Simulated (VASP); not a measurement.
**GaN: single point with PBEsol**

GaN:

```
Ga N
1.0
     3.18078    0.00000    0.00000
     0.00000    4.49830    0.00000
     0.00000    0.00000    3.18078
Ga N
2 2
Direct
  0.00000 0.00000 0.00000
  0.50000 0.50000 0.50000
  0.50000 0.25000 0.00000
  0.00000 0.75000 0.50000
```

* Program: VASP 6.6.1
* Task: single point
* Functional: PBEsol
* Potentials or basis: VASP PAW PBE potentials, release 64 (Ga_d, N)
* Cutoff: 600 eV
* k mesh: 8 × 6 × 8
* Occupations: gaussian, width 0.02 eV
* Spin: no spin polarisation
* Dipole correction: no
* Further INCAR settings: ALGO = Normal; EDIFF = 1e-06; NBANDS = 26

- Pressure: -0.4 GPa
- Band gap on the k mesh: 1.72 eV

Levels at points of the mesh, in eV from the valence-band top:
| k point | band 15 | band 16 | band 17 | band 18 | band 19 | band 20 | band 21 | band 22 |
| --- | --- | --- | --- | --- | --- | --- | --- | --- |
| (0.00, 0.00, 0.00) | -2.75 | 0.00 | 0.00 | 0.00 | 1.72 | 3.22 | 6.59 | 10.24 |
| (0.50, 0.00, 0.00) | -3.33 | -3.33 | -1.05 | -1.05 | 6.46 | 6.46 | 7.42 | 7.42 |
| (0.00, 0.50, 0.00) | -1.52 | -1.52 | -1.52 | -1.52 | 4.52 | 4.52 | 7.35 | 7.35 |
| (0.50, 0.50, 0.00) | -0.99 | -0.99 | -0.99 | -0.99 | 4.60 | 4.60 | 8.66 | 8.66 |
| (0.50, 0.00, 0.50) | -2.75 | -2.75 | -2.75 | -2.75 | 3.23 | 3.23 | 6.59 | 6.59 |
| (0.50, 0.50, 0.50) | -3.77 | -3.77 | -3.73 | -3.73 | 6.13 | 6.13 | 8.41 | 8.41 |

Run time: 2.1 min on 1 thread of Intel Xeon 8259CL, with other jobs on the host, peak memory 0.22 GiB.

Caveat: the PAW data sets were made with another functional, which shifts forces and pressure a little.
